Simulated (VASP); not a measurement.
# In (P6/mmm) in VASP: further runs

In is run at these levels: LDA; tasks: single point, relaxation of cell and atoms.

All numbers are computed with VASP 6.6.1; they aren't measurements. Logs are shortened: lines on timing, memory, paths and dates and some standing lists are left out, and cuts for length are marked.

### Step 1. The cell of the first run

The structure is hexagonal, space group P6/mmm (No. 191). Conventional cell: a = 3.129 Å, b = 3.129 Å, c = 2.956 Å, α = 90.00°, β = 90.00°, γ = 120.00°. Within 3.9 Å of In (site symmetry 6/mmm) lie 8 In at 2.96 to 3.13 Å.

This isn't the form of In at room conditions, which is tetragonal.

### Step 2. Single point, LDA

File INCAR:

```
SYSTEM = In
ALGO = Normal ; EDIFF = 1E-7
ENCUT = 520 ; ISIF = 2
ISMEAR = -1 ; LASPH = .True.
LCHARG = .True. ; LELF = .True.
LREAL = .False. ; LVHAR = .True.
LWAVE = .False. ; NBANDS = 12
NELM = 60 ; PREC = Accurate
SIGMA = 0.1
```

File KPOINTS:

```
k-points
0
Gamma
  14 14 13
  0 0 0
```

File POSCAR:

```
In
1.0
    3.1291704068      0.0000000000      0.0000000000
   -1.5645852034      2.7099410651      0.0000000000
    0.0000000000      0.0000000000      2.9562296059
In
1
Direct
    0.0000000000      0.0000000000      0.0000000000
```

Potentials or basis: VASP PAW LDA potentials, release 64 (In_d).

Started as:

```bash
$ cat potpaw_LDA.64/In_d/POTCAR > POTCAR
$ mpirun -np 1 vasp_std > vasp.out
```

OUTCAR:

```text
SYSTEM = In
   EDIFF = 1E-7
   ENCUT = 520
   ISIF = 2
   ISMEAR = -1
   LASPH = .True.
   LREAL = .False.
   NELM = 60
   PREC = Accurate

 ion  position               nearest neighbor table
   1  0.000  0.000  0.000-

  LATTYP: Found a hexagonal cell.
 ALAT       =     3.1291704068
 C/A-ratio  =     0.9447326996

  Lattice vectors:

 A1 = (   3.1291704068,   0.0000000000,   0.0000000000)
 A2 = (  -1.5645852034,   2.7099410651,   0.0000000000)
 A3 = (   0.0000000000,   0.0000000000,   2.9562296059)

Analysis of symmetry for initial positions (statically):
=====================================================================
 Subroutine PRICEL returns:
 Original cell was already a primitive cell.

 Routine SETGRP: Setting up the symmetry group for a
 hexagonal supercell.

 Subroutine GETGRP returns: Found 24 space group operations
 (whereof 24 operations were pure point group operations)
 out of a pool of 24 trial point group operations.

The static configuration has the point symmetry D_6h.

Analysis of symmetry for dynamics (positions and initial velocities):
=====================================================================
 Subroutine PRICEL returns:
 Original cell was already a primitive cell.

 Routine SETGRP: Setting up the symmetry group for a
 hexagonal supercell.

 Subroutine GETGRP returns: Found 24 space group operations
 (whereof 24 operations were pure point group operations)
 out of a pool of 24 trial point group operations.

The dynamic configuration has the point symmetry D_6h.

 Subroutine INISYM returns: Found 24 space group operations
 (whereof 24 operations are pure point group operations),
 and found     1 'primitive' translations

----------------------------------------------------------------------------------------

                                     Primitive cell

  volume of cell :      25.0684

  direct lattice vectors                    reciprocal lattice vectors
     3.129170407  0.000000000  0.000000000     0.319573519  0.184505858  0.000000000
    -1.564585203  2.709941065  0.000000000     0.000000000  0.369011715  0.000000000
     0.000000000  0.000000000  2.956229606     0.000000000  0.000000000  0.338268718

  length of vectors
     3.129170407  3.129170407  2.956229606     0.369011715  0.369011715  0.338268718

  position of ions in fractional coordinates (direct lattice)
     0.000000000  0.000000000  0.000000000

  ion indices of the primitive-cell ions
   primitive index   ion index
                 1           1
[... 79 lines left out ...]
   ISYM   =      2    0-nonsym 1-usesym 2-fastsym
   POTIM  = 0.5000    time-step for ionic-motion
   TEBEG  =    0.0;   TEEND  =   0.0 temperature during run
   PSTRESS=    0.0 pullay stress
   NELECT =      13.0000    total number of electrons
   NUPDOWN=      -1.0000    fix difference up-down
   EMIN   =  10.00;   EMAX   =-10.00  energy-range for DOS
   EFERMI =   0.00;   METHOD = LEGACY
   ISMEAR =    -1;   SIGMA  =   0.10  broadening in eV -4-tet -1-fermi 0-gaus
   EFERMI_NEDOS =   21; number of points for ismear=-14 and -15
   IALGO  =     38    algorithm
   IMIX   =      4    mixing-type and parameters
     AMIX     =   0.40;   BMIX     =  1.00
     AMIX_MAG =   1.60;   BMIX_MAG =  1.00
  volume/ion in A,a.u.               =      25.07       169.17
  Fermi-wavevector in a.u.,A,eV,Ry     =   1.315266  2.485492 23.537048  1.729924
  Thomas-Fermi vector in A             =   2.445461
   LORBIT       =      0    0 simple, 1 ext, 2 COOP (PROOUT), +10 PAW based schemes
   GGA     = CA    functional components
   LHFCALC =     F    Hartree Fock is set to
   AEXX    =    0.0000 exact exchange contribution
   IVDW    =     0    specifies the selected vdW correction
   LEPSILON=     F    determine dielectric tensor
   LRPA    =     F    only Hartree local field effects (RPA)
 non-spin polarized calculation
  energy-cutoff  :      520.00
  volume of cell :       25.07
 maximum number of plane-waves:       687
 NGX is ok and might be reduce to    24
   NGX = 11   NGY = 11   NGZ = 11

 number of electron      13.0000002 magnetization

 Free energy of the ion-electron system (eV)
  ---------------------------------------------------
  ext. energy  EPLUGINS =         0.00000000
  ---------------------------------------------------
  free energy    TOTEN  =        -3.19159453 eV

  energy without entropy =       -3.17327398  energy(sigma->0) =       -3.18243426

 E-fermi :   7.5826     XC(G=0): -10.6872

 val. band max:        7.5754613500   @ k =   0.2857   0.1429   0.0000
 cond. band min:       7.6369620813   @ k =   0.2857   0.2857   0.0769
 fundamental gap:      0.0615007312
 Fermi energy:         7.5826189103

 k-point     1 :       0.0000    0.0000    0.0000
  band No.  band energies     occupation
      1      -7.4859      2.00000
      2      -7.0395      2.00000
      3      -7.0395      2.00000
      4      -6.5925      2.00000
      5      -6.5925      2.00000
      6      -2.2611      2.00000
      7      15.1211      0.00000
      8      17.6860      0.00000
      9      17.6860      0.00000
     10      18.8546      0.00000
     11      19.6328      0.00000
     12      21.9664      0.00000
[... 331 lines left out ...]
 k-point    24 :       0.3571    0.2857    0.0000
  band No.  band energies     occupation
      1      -7.2346      2.00000
      2      -6.9386      2.00000
      3      -6.8126      2.00000
      4      -6.7604      2.00000
      5      -6.7267      2.00000
      6       3.9998      2.00000
      7       5.6566      2.00000
      8       7.0224      1.99265
      9      20.9243      0.00000
     10      22.3182      0.00000
     11      23.2218      0.00000
     12      24.4665      0.00000

 [... further k-points ...]

------------------------ aborting loop because EDIFF is reached ----------------------------------------

  FORCE on cell =-STRESS in cart. coord.  units (eV):
  Direction    XX          YY          ZZ          XY          YZ          ZX
  --------------------------------------------------------------------------------------
  -------------------------------------------------------------------------------------
  Total        0.0532597      0.0532597      0.0583767      0.0000000     -0.0000000     -0.0000000
  in kB        3.4039419      3.4039419      3.7309800      0.0000000     -0.0000000     -0.0000000
  external PRESSURE =       3.5129546 kB  Pullay stress =       0.0000000 kB

 VOLUME and BASIS-vectors are now :
 -----------------------------------------------------------------------------
  energy-cutoff  :      520.00
  volume of cell :       25.07
      direct lattice vectors                 reciprocal lattice vectors
     3.129170407  0.000000000  0.000000000     0.319573519  0.184505858  0.000000000
    -1.564585203  2.709941065  0.000000000     0.000000000  0.369011715  0.000000000
     0.000000000  0.000000000  2.956229606     0.000000000  0.000000000  0.338268718

 POSITION                                       TOTAL-FORCE (eV/Angst)
 -----------------------------------------------------------------------------------
      0.00000      0.00000      0.00000         0.000000      0.000000      0.000000
 -----------------------------------------------------------------------------------
    total drift:                                0.000000     -0.000000      0.000000

  FREE ENERGIE OF THE ION-ELECTRON SYSTEM (eV)
  ---------------------------------------------------
  free  energy   TOTEN  =        -3.1915945311 eV

  energy  without entropy=       -3.1732739810  energy(sigma->0) =       -3.18243426
```

It took 11 s on 1 thread of Intel Xeon 6975P-C (Granite Rapids), shared host; peak memory 0.16 GiB.

Results:

```
Free energy            : -3.1916 eV
Pressure               : 0.4 GPa
Band gap on the k mesh : zero (an odd number of electrons rules out a gap without spin polarisation)
```

Caveat: spin-orbit coupling is left out, which moves the levels of the heavy elements.

### Step 3. Relaxation of cell and atoms, LDA, target pressure 0.33 GPa, at which the enthalpy is minimised

File INCAR:

```
PREC = Accurate ; ENCUT = 600
EDIFF = 1E-7 ; ISMEAR = -1
SIGMA = 0.1 ; LREAL = F
LASPH = T ; NELM = 60
ALGO = Normal ; ISIF = 3
LWAVE = F ; LCHARG = F
GGA = CA ; IBRION = 2
NSW = 32 ; EDIFFG = -0.005
PSTRESS = 3.3000000000000003
```

File KPOINTS:

```
Automatic mesh
0
Gamma
  14 14 13
```

POSCAR is that of step 2.

Potentials or basis: VASP PAW LDA potentials, release 64 (In_d).

Started as:

```bash
$ cat potpaw_LDA.64/In_d/POTCAR > POTCAR
$ mpirun -np 1 vasp_std > vasp.out
```

Wall time 23 s (1 thread of Intel Xeon 6975P-C (Granite Rapids), shared host); peak memory 0.18 GiB.

The run converged. Its results:

```yaml
Free_energy: -3.1917 eV
Relaxed_volume: 25.11 Å³/atom
Relaxed_cell: a = 3.131 Å, b = 3.131 Å, c = 2.958 Å, α = 90.00°, β = 90.00°, γ = 120.00°
Space_group_after_relaxing_to_0.1_Å: P6/mmm (No. 191)
Energy_change_on_relaxing_the_run_minimises_the_enthalpy: -0.1 meV/atom
Ionic_steps: 2
Pressure_after_relaxing: 0.3 GPa
Band_gap_on_the_k_mesh: zero (an odd number of electrons rules out a gap without spin polarisation)
```

Step by step:
```tsv
step	energy change (eV)	largest force (eV/Å)	pressure (GPa)	volume (Å³)
1	0.0000	0.0000	0.41	25.07
2	-0.0001	0.0000	0.34	25.11
```

Final structure:
```xyz
1
Lattice="3.1308 0.0000 0.0000 -1.5654 2.7113 0.0000 0.0000 0.0000 2.9584" Properties=species:S:1:pos:R:3 pbc="T T T"
In    0.0000    0.0000    0.0000
```

Levels at points of the mesh, in eV from the Fermi level:
| k point | band 3 | band 4 | band 5 | band 6 | band 7 | band 8 | band 9 | band 10 |
| --- | --- | --- | --- | --- | --- | --- | --- | --- |
| (0.00, 0.00, 0.00) | -14.62 | -14.18 | -14.18 | -9.83 | 7.52 | 10.09 | 10.09 | 11.25 |
| (0.50, 0.00, 0.00) | -14.39 | -14.23 | -14.13 | -4.53 | -3.55 | 5.56 | 9.42 | 12.05 |

Caveat: the cell is relaxed towards a set pressure, so the run minimises the enthalpy, not the energy; spin-orbit coupling is left out, which moves the levels of the heavy elements.

The gap in the log of VASP goes by the Fermi energy; the results here count the filled bands.